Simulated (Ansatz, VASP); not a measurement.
# ZrO2 in VASP and in Ansatz

POSCAR

```
ZrO2
1.0
    0.0000000000      2.5946226038      2.5946226038
    2.5946226038      0.0000000000      2.5946226038
    2.5946226038      2.5946226038      0.0000000000
Zr O
1 2
Direct
    0.0000000000      0.0000000000      0.0000000000
    0.2500000000      0.2500000000      0.2500000000
    0.7500000000      0.7500000000      0.7500000000
```

The input INCAR.step1:

```
PREC = Accurate ; ENCUT = 660
ISMEAR = 0 ; SIGMA = 0.01
LREAL = F ; LASPH = T
NELM = 120 ; NBANDS = 19
GGA = PE ; ALGO = Normal
EDIFF = 1E-5 ; LWAVE = T
LCHARG = F ; GGA_COMPAT = F
```

File INCAR.step2:

```
PREC = Accurate ; ENCUT = 660
EDIFF = 1E-6 ; ISMEAR = 0
SIGMA = 0.01 ; LREAL = F
LASPH = T ; NELM = 120
ALGO = Normal ; ISIF = 2
LWAVE = F ; LCHARG = F
METAGGA = R2SCAN ; LMIXTAU = T
NBANDS = 19 ; ISTART = 1
GGA_COMPAT = F
```

The input KPOINTS:

```
Automatic mesh
0
Gamma
  8 8 8
```

Input for Ansatz:

```yaml
crystal:
  lattice:
    - [0.0, 2.5946226038, 2.5946226038]
    - [2.5946226038, 0.0, 2.5946226038]
    - [2.5946226038, 2.5946226038, 0.0]
  atoms:
    - { symbol: Zr, position: [0.0, 0.0, 0.0] }
    - { symbol: O, position: [0.25, 0.25, 0.25] }
    - { symbol: O, position: [0.75, 0.75, 0.75] }
kpoints:
  mp_grid: { grid: [8, 8, 8] }
hamiltonian:
  xc: r2scan
scf:
  occupations: { method: fixed }
  n_extra_bands: 4
output:
  forces: true
  stress: true
  eigenvalues: true
```

Alike in both runs: task single point; functional r2SCAN; k mesh 8 × 8 × 8; no spin polarisation.

|  | VASP | Ansatz |
| --- | --- | --- |
| version | VASP 6.6.1 | Ansatz 0.2.0 |
| potentials or method | VASP PAW PBE potentials, release 64 (Zr_sv, O) | plane waves, PAW |
| plane-wave cutoff (eV) | 660 | 500 |
| occupations | gaussian, width 0.01 eV | fixed |
| valence electrons in the cell | 24 | 24 |

Ansatz gave:

```
gap on the k mesh at the Fermi level (eV) : 3.70
pressure (GPa)                            : -13.3
```

**Question.** Estimate VASP's values.

**Answer.** gap on the k mesh at the Fermi level (eV): 3.69; pressure (GPa): -13.3.

VASP's potentials were made for PBE, not for r2SCAN.
